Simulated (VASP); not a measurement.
# Al (I4/mmm) in VASP: notebook, part 2 of 2

VASP 6.6.1. Earlier steps stand in the parts before.

## (3) Single point, r2SCAN (uniaxial strain along c: +4.5 %, then relaxed in part)

File POSCAR:

```
Al
1.0
    1.9686750189      1.9686750189      0.0000000000
   -1.9686750189      1.9686750189      0.0000000000
    0.0000000000      0.0000000000      4.1723499406
Al
2
Direct
    0.0000000000      0.0000000000      0.0000000000
    0.5000000000      0.5000000000      0.5000000000
```

File INCAR.step1:

```
SYSTEM = Al
PREC = Accurate
ENCUT = 520
ISMEAR = 0
SIGMA = 0.1
LREAL = .FALSE.
LASPH = .TRUE.
NELM = 60
NBANDS = 10
GGA = PE
ALGO = Normal
EDIFF = 1E-4
LWAVE = .TRUE.
LCHARG = .FALSE.
```

File INCAR.step2:

```
SYSTEM = Al
PREC = Accurate
ENCUT = 520
EDIFF = 1E-6
ISMEAR = 0
SIGMA = 0.1
LREAL = .FALSE.
LASPH = .TRUE.
NELM = 60
ALGO = Normal
ISIF = 2
LWAVE = .FALSE.
LCHARG = .FALSE.
METAGGA = R2SCAN
LMIXTAU = .TRUE.
NBANDS = 10
ISTART = 1
```

File KPOINTS:

```
Automatic mesh
0
G
  18 18 14
  0 0 0
```

Potentials or basis: VASP PAW PBE potentials, release 64 (Al).

The run is started by

```sh
$ cat potpaw_PBE.64/Al/POTCAR > POTCAR
$ cp INCAR.step1 INCAR
$ mpirun -np 1 vasp_std > vasp.out
$ cp INCAR.step2 INCAR
$ mpirun -np 1 vasp_std > vasp.out
```

OUTCAR:

```text
SYSTEM = Al
   PREC = Accurate
   ENCUT = 520
   EDIFF = 1E-6
   ISMEAR = 0
   LREAL = .FALSE.
   LASPH = .TRUE.
   NELM = 60
   ISIF = 2
   METAGGA = R2SCAN
   ISTART = 1

 ion  position               nearest neighbor table
   1  0.000  0.000  0.000-   2 2.87   2 2.87   2 2.87   2 2.87   2 2.87   2 2.87   2 2.87   2 2.87

   2  0.500  0.500  0.500-   1 2.87   1 2.87   1 2.87   1 2.87   1 2.87   1 2.87   1 2.87   1 2.87

  LATTYP: Found a simple tetragonal cell.
 ALAT       =     2.7841269116
 C/A-ratio  =     1.4986205992

  Lattice vectors:

 A1 = (   1.9686750189,   1.9686750189,   0.0000000000)
 A2 = (  -1.9686750189,   1.9686750189,   0.0000000000)
 A3 = (   0.0000000000,   0.0000000000,   4.1723499406)

Analysis of symmetry for initial positions (statically):
=====================================================================
 Subroutine PRICEL returns following result:

  LATTYP: Found a body centered tetragonal cell.
 ALAT       =     2.7841269116
 C/A-ratio  =     1.4986205992

  Lattice vectors:

 A1 = (   1.9686750189,   0.0000000000,  -2.0861749703)
 A2 = (  -1.9686750189,   0.0000000000,  -2.0861749703)
 A3 = (   0.0000000000,   1.9686750189,   2.0861749703)

   2 primitive cells build up your supercell.

 Routine SETGRP: Setting up the symmetry group for a
 simple tetragonal supercell.

 Subroutine GETGRP returns: Found 16 space group operations
 (whereof 16 operations were pure point group operations)
 out of a pool of 16 trial point group operations.

The static configuration has the point symmetry D_4h.

Analysis of symmetry for dynamics (positions and initial velocities):
=====================================================================
 Subroutine PRICEL returns following result:

  LATTYP: Found a body centered tetragonal cell.
 ALAT       =     2.7841269116
 C/A-ratio  =     1.4986205992

  Lattice vectors:

 A1 = (   1.9686750189,   0.0000000000,  -2.0861749703)
 A2 = (  -1.9686750189,   0.0000000000,  -2.0861749703)
 A3 = (   0.0000000000,   1.9686750189,   2.0861749703)

[... 132 lines left out ...]
   METAGGA = R2SCAN    functional components
   LHFCALC =     F    Hartree Fock is set to
   AEXX    =    0.0000 exact exchange contribution
   IVDW    =     0    specifies the selected vdW correction
   LEPSILON=     F    determine dielectric tensor
   LRPA    =     F    only Hartree local field effects (RPA)
 non-spin polarized calculation
 Gauss-broadening in eV      SIGMA  =   0.10
  energy-cutoff  :      520.00
  volume of cell :       32.34
 maximum number of plane-waves:       888
 NGX is ok and might be reduce to    24
   NGX = 11   NGY = 11   NGZ = 15

 number of electron       6.0000000 magnetization

 Free energy of the ion-electron system (eV)
  ---------------------------------------------------
  ext. energy  EPLUGINS =         0.00000000
  ---------------------------------------------------
  free energy    TOTEN  =       -13.45787631 eV

  energy without entropy =      -13.45410133  energy(sigma->0) =      -13.45598882

 E-fermi :   8.2364     XC(G=0): -10.9833

 val. band max:        8.2332495882   @ k =   0.2222   0.2222   0.0714
 cond. band min:       8.2382116043   @ k =   0.3889   0.3889   0.2143
 fundamental gap:      0.0049620161
 Fermi energy:         8.2363597935

 k-point     1 :       0.0000    0.0000    0.0000
  band No.  band energies     occupation
      1      -3.7554      2.00000
      2       4.4389      2.00000
      3       5.7525      2.00000
      4      14.1915      0.00000
      5      15.1150      0.00000
      6      15.1150      0.00000
      7      19.0940      0.00000
      8      21.2490      0.00000
      9      21.9436      0.00000
     10      21.9436      0.00000
[... 287 lines left out ...]
 k-point    24 :       0.3333    0.1111    0.0000
  band No.  band energies     occupation
      1      -1.2716      2.00000
      2       5.1715      2.00000
      3       6.7497      2.00000
      4       8.2717      0.61694
      5      13.0154      0.00000
      6      13.9842      0.00000
      7      14.3012      0.00000
      8      19.9067      0.00000
      9      21.2795      0.00000
     10      22.1869      0.00000

 [... further k-points ...]

------------------------ aborting loop because EDIFF is reached ----------------------------------------

  FORCE on cell =-STRESS in cart. coord.  units (eV):
  Direction    XX          YY          ZZ          XY          YZ          ZX
  --------------------------------------------------------------------------------------
  -------------------------------------------------------------------------------------
  Total       -0.0617373     -0.0617373     -0.7670713      0.0000000      0.0000000     -0.0000000
  in kB       -3.0584350     -3.0584350    -38.0003435      0.0000000      0.0000000     -0.0000000
  external PRESSURE =     -14.7057378 kB  Pullay stress =       0.0000000 kB

 VOLUME and BASIS-vectors are now :
 -----------------------------------------------------------------------------
  energy-cutoff  :      520.00
  volume of cell :       32.34
      direct lattice vectors                 reciprocal lattice vectors
     1.968675019  1.968675019  0.000000000     0.253977927  0.253977927  0.000000000
    -1.968675019  1.968675019  0.000000000    -0.253977927  0.253977927  0.000000000
     0.000000000  0.000000000  4.172349941     0.000000000  0.000000000  0.239673089

 POSITION                                       TOTAL-FORCE (eV/Angst)
 -----------------------------------------------------------------------------------
      0.00000      0.00000      0.00000         0.000000      0.000000     -0.000000
      0.00000      1.96868      2.08617        -0.000000     -0.000000      0.000000
 -----------------------------------------------------------------------------------
    total drift:                               -0.000000      0.000000     -0.000000

  FREE ENERGIE OF THE ION-ELECTRON SYSTEM (eV)
  ---------------------------------------------------
  free  energy   TOTEN  =       -13.4578763103 eV

  energy  without entropy=      -13.4541013276  energy(sigma->0) =      -13.45598882
```

OUTCAR.step1:

```text
SYSTEM = Al
   PREC = Accurate
   ENCUT = 520
   ISMEAR = 0
   LREAL = .FALSE.
   LASPH = .TRUE.
[... 556 lines left out ...]
      0.00000      0.00000      0.00000        -0.000000      0.000000      0.000000
      0.00000      1.96868      2.08617         0.000000     -0.000000      0.000000
 -----------------------------------------------------------------------------------
    total drift:                               -0.000000      0.000000     -0.000000

  FREE ENERGIE OF THE ION-ELECTRON SYSTEM (eV)
  ---------------------------------------------------
  free  energy   TOTEN  =        -7.4764913934 eV

  energy  without entropy=       -7.4722027448  energy(sigma->0) =       -7.47434707
```

It took 1.8 min on 1 thread of Intel Xeon 6975P-C (Granite Rapids), shared host; peak memory 0.23 GiB.

Results:

| Property | Result |
| --- | --- |
| Free energy | -13.4579 eV |
| Pressure | -1.5 GPa |
| Band gap on the k mesh | zero (bands 3 and 4 overlap by 11.94 eV) |

Caveat: the cell differs from its parent crystal (uniaxial strain along c: +4.5 %, then relaxed in part); the PAW data sets were made with another functional, which shifts forces and pressure a little.

## (4) Single point, r2SCAN (uniaxial strain along c: +4.5 %)

File POSCAR:

```
Al
1.0
    1.9738808630      1.9738808630      0.0000000000
   -1.9738808630      1.9738808630      0.0000000000
    0.0000000000      0.0000000000      4.1723499406
Al
2
Direct
    0.0000000000      0.0000000000      0.0000000000
    0.5000000000      0.5000000000      0.5000000000
```

File INCAR.step1:

```
  ALGO = Normal
  EDIFF = 1E-4
  ENCUT = 520
  GGA = PE
  ISMEAR = 0
  LASPH = True
  LCHARG = False
  LREAL = False
  LWAVE = True
  NBANDS = 10
  NELM = 100
  PREC = Accurate
  SIGMA = 0.1
```

File INCAR.step2:

```
  ALGO = Normal
  EDIFF = 1E-6
  ENCUT = 520
  ISIF = 2
  ISMEAR = 0
  ISTART = 1
  LASPH = True
  LCHARG = True
  LELF = True
  LMIXTAU = True
  LREAL = False
  LVHAR = True
  LWAVE = False
  METAGGA = R2SCAN
  NBANDS = 10
  NELM = 100
  PREC = Accurate
  SIGMA = 0.1
```

File KPOINTS:

```
k-points
0
Gamma
  18 18 14
```

Potentials or basis: VASP PAW PBE potentials, release 64 (Al).

The run is started by

```sh
$ cat potpaw_PBE.64/Al/POTCAR > POTCAR
$ cp INCAR.step1 INCAR
$ mpirun -np 1 vasp_std > vasp.out
$ cp INCAR.step2 INCAR
$ mpirun -np 1 vasp_std > vasp.out
```

OUTCAR:

```text
EDIFF = 1E-6
   ENCUT = 520
   ISIF = 2
   ISMEAR = 0
   ISTART = 1
   LASPH = True
   LREAL = False
   METAGGA = R2SCAN
   NELM = 100
   PREC = Accurate

 ion  position               nearest neighbor table
   1  0.000  0.000  0.000-   2 2.87   2 2.87   2 2.87   2 2.87   2 2.87   2 2.87   2 2.87   2 2.87

   2  0.500  0.500  0.500-   1 2.87   1 2.87   1 2.87   1 2.87   1 2.87   1 2.87   1 2.87   1 2.87

  LATTYP: Found a simple tetragonal cell.
 ALAT       =     2.7914890870
 C/A-ratio  =     1.4946681899

  Lattice vectors:

 A1 = (   1.9738808630,   1.9738808630,   0.0000000000)
 A2 = (  -1.9738808630,   1.9738808630,   0.0000000000)
 A3 = (   0.0000000000,   0.0000000000,   4.1723499406)

Analysis of symmetry for initial positions (statically):
=====================================================================
 Subroutine PRICEL returns following result:

  LATTYP: Found a body centered tetragonal cell.
 ALAT       =     2.7914890870
 C/A-ratio  =     1.4946681899

  Lattice vectors:

 A1 = (   1.9738808630,   0.0000000000,  -2.0861749703)
 A2 = (  -1.9738808630,   0.0000000000,  -2.0861749703)
 A3 = (   0.0000000000,   1.9738808630,   2.0861749703)

   2 primitive cells build up your supercell.

 Routine SETGRP: Setting up the symmetry group for a
 simple tetragonal supercell.

 Subroutine GETGRP returns: Found 16 space group operations
 (whereof 16 operations were pure point group operations)
 out of a pool of 16 trial point group operations.

The static configuration has the point symmetry D_4h.

Analysis of symmetry for dynamics (positions and initial velocities):
=====================================================================
 Subroutine PRICEL returns following result:

  LATTYP: Found a body centered tetragonal cell.
 ALAT       =     2.7914890870
 C/A-ratio  =     1.4946681899

[... 136 lines left out ...]
  Thomas-Fermi vector in A             =   2.058612
   LORBIT       =      0    0 simple, 1 ext, 2 COOP (PROOUT), +10 PAW based schemes
   METAGGA = R2SCAN    functional components
   LHFCALC =     F    Hartree Fock is set to
   AEXX    =    0.0000 exact exchange contribution
   IVDW    =     0    specifies the selected vdW correction
   LEPSILON=     F    determine dielectric tensor
   LRPA    =     F    only Hartree local field effects (RPA)
 non-spin polarized calculation
 Gauss-broadening in eV      SIGMA  =   0.10
  energy-cutoff  :      520.00
  volume of cell :       32.51
 maximum number of plane-waves:       899
 NGX is ok and might be reduce to    24
   NGX = 11   NGY = 11   NGZ = 15

 number of electron       6.0000000 magnetization

 Free energy of the ion-electron system (eV)
  ---------------------------------------------------
  ext. energy  EPLUGINS =         0.00000000
  ---------------------------------------------------
  free energy    TOTEN  =       -13.45723254 eV

  energy without entropy =      -13.45340276  energy(sigma->0) =      -13.45531765

 E-fermi :   8.1827     XC(G=0): -10.9635

 val. band max:        8.1820582346   @ k =   0.2222   0.1111   0.1429
 cond. band min:       8.1869463117   @ k =   0.2778   0.0556   0.0714
 fundamental gap:      0.0048880771
 Fermi energy:         8.1826922770

 k-point     1 :       0.0000    0.0000    0.0000
  band No.  band energies     occupation
      1      -3.7732      2.00000
      2       4.4234      2.00000
      3       5.7370      2.00000
      4      14.1102      0.00000
      5      14.9932      0.00000
      6      14.9932      0.00000
      7      18.9486      0.00000
      8      21.1818      0.00000
      9      21.8420      0.00000
     10      21.8420      0.00000
[... 287 lines left out ...]
 k-point    24 :       0.3333    0.1111    0.0000
  band No.  band energies     occupation
      1      -1.3019      2.00000
      2       5.1137      2.00000
      3       6.7230      2.00000
      4       8.2387      0.42863
      5      12.9576      0.00000
      6      13.8733      0.00000
      7      14.2425      0.00000
      8      19.7746      0.00000
      9      21.1789      0.00000
     10      22.0435      0.00000

 [... further k-points ...]

------------------------ aborting loop because EDIFF is reached ----------------------------------------

  FORCE on cell =-STRESS in cart. coord.  units (eV):
  Direction    XX          YY          ZZ          XY          YZ          ZX
  --------------------------------------------------------------------------------------
  -------------------------------------------------------------------------------------
  Total       -0.1673567     -0.1673567     -0.8502757      0.0000000      0.0000000     -0.0000000
  in kB       -8.2470980     -8.2470980    -41.9003598      0.0000000      0.0000000     -0.0000000
  external PRESSURE =     -19.4648519 kB  Pullay stress =       0.0000000 kB

 VOLUME and BASIS-vectors are now :
 -----------------------------------------------------------------------------
  energy-cutoff  :      520.00
  volume of cell :       32.51
      direct lattice vectors                 reciprocal lattice vectors
     1.973880863  1.973880863  0.000000000     0.253308094  0.253308094  0.000000000
    -1.973880863  1.973880863  0.000000000    -0.253308094  0.253308094  0.000000000
     0.000000000  0.000000000  4.172349941     0.000000000  0.000000000  0.239673089

 POSITION                                       TOTAL-FORCE (eV/Angst)
 -----------------------------------------------------------------------------------
      0.00000      0.00000      0.00000        -0.000000     -0.000000     -0.000000
      0.00000      1.97388      2.08617         0.000000      0.000000      0.000000
 -----------------------------------------------------------------------------------
    total drift:                               -0.000000      0.000000     -0.000000

  FREE ENERGIE OF THE ION-ELECTRON SYSTEM (eV)
  ---------------------------------------------------
  free  energy   TOTEN  =       -13.4572325433 eV

  energy  without entropy=      -13.4534027625  energy(sigma->0) =      -13.45531765
```

Run time: 2 min. Hardware: 1 thread of Intel Xeon 6975P-C (Granite Rapids), shared host; peak memory 0.23 GiB.

What came out:

```
Free energy            : -13.4572 eV
Pressure               : -1.9 GPa
Band gap on the k mesh : zero (bands 3 and 4 overlap by 11.98 eV)
```

Caveat: the cell differs from its parent crystal (uniaxial strain along c: +4.5 %); the PAW data sets were made with another functional, which shifts forces and pressure a little.

## (5) The runs side by side

```csv
cell,gap on the mesh (eV),pressure (GPa)
"a = 2.802, b = 2.802, c = 4.112 Å, 2 atoms",none,-1.5
"a = 2.784, b = 2.784, c = 4.172 Å, 2 atoms",none,-1.5
"a = 2.791, b = 2.791, c = 4.172 Å, 2 atoms",none,-1.9
```

Alike in all rows: task single point; level r2SCAN; potentials or basis VASP PAW PBE potentials, release 64 (Al); no spin polarisation; k mesh 18 × 18 × 14; cutoff (eV) 520; smearing gaussian 0.1 eV.

Caveats: the PAW data sets were made with another functional, which shifts forces and pressure a little.

Absolute energies hang on the potentials; compare differences alone.
